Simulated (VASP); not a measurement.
A run of VASP 6.6.1:

The input INCAR:

```
SYSTEM = Li
ALGO = Normal
EDIFF = 1E-8
ENCUT = 520
GGA = PS
IBRION = 8
ISIF = 2
ISMEAR = -1
LASPH = .TRUE.
LCHARG = .FALSE.
LREAL = .FALSE.
LWAVE = .FALSE.
NELM = 60
NSW = 1
PREC = Accurate
SIGMA = 0.05
```

File KPOINTS:

```
k-points
0
G
  14 14 8
  0 0 0
```

File POSCAR:

```
Li
1.0
    3.0557266059      0.0000000000      0.0000000000
   -1.5278633030      2.6463368678      0.0000000000
    0.0000000000      0.0000000000      4.9886374919
Li
2
Direct
    0.3333333333      0.6666666667      0.2500000000
    0.6666666667      0.3333333333      0.7500000000
```

Potentials or basis: VASP PAW PBE potentials, release 64 (Li_sv).

The run is started by

```console
$ cat potpaw_PBE.64/Li_sv/POTCAR > POTCAR
$ mpirun -np 1 vasp_std > vasp.out
```

Hardware: 1 thread of Oxide Virtual Turin-like Processor, with other jobs on the host.

Problem. How long does it take, and how much memory?

Solution. It took 6.9 min on 1 thread of Oxide Virtual Turin-like Processor (shared host), peak memory 0.34 GiB. Counts: scf iterations 45, k points 120.
